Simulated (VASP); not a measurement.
SiC (Moissanite 3C): single point with PBE

**Experimental background.**

From “Insight into the structural, elastic and electronic properties of a new orthorhombic 6O-SiC polytype”, 2020, pmc:7200658, for a bulk crystal of SiC: band gap 2.4 eV (indirect).

The system is SiC (Moissanite 3C).

```
Si C
1.0
     0.00000    2.18984    2.18984
     2.18984    0.00000    2.18984
     2.18984    2.18984    0.00000
Si C
1 1
Direct
  0.00000 0.00000 0.00000
  0.25000 0.25000 0.25000
```

```json
{"Program": "VASP 6.6.1", "Task": "single point", "Functional": "PBE", "Potentials or basis": "VASP PAW PBE potentials, release 64 (Si, C)", "Cutoff": "520 eV", "k mesh": "18 × 18 × 18", "Occupations": "gaussian, width 0.05 eV", "Spin": "no spin polarisation"}
```

```yaml
Pressure: 0.0 GPa
Band_gap_on_the_k_mesh: 1.37 eV, indirect (least direct gap 4.53 eV)
```

Levels at points of the mesh, in eV from the valence-band top:
```tsv
k point	band 2	band 3	band 4	band 5	band 6	band 7
(0.00, 0.00, 0.00)	0.00	0.00	0.00	6.06	7.20	7.20
(0.50, 0.00, 0.00)	-8.45	-1.05	-1.05	5.30	7.17	7.17
(0.50, 0.50, 0.00)	-7.75	-3.16	-3.16	1.37	4.27	13.86
```

Run time: 24 s on 1 thread of Intel Xeon 6975P-C, on a shared host, peak memory 0.16 GiB.

Against the measured gap of SiC, 2.4 eV (indirect; quoted in “Insight into the structural, elastic and electronic properties of a new orthorhombic 6O-SiC polytype”, 2020, pmc:7200658), the calculated 1.37 eV is off by -1.03 eV. The value is that of PBE on a finite k mesh, which can miss the band edges, without temperature or zero-point motion. Semilocal functionals fall short of measured gaps as a rule.
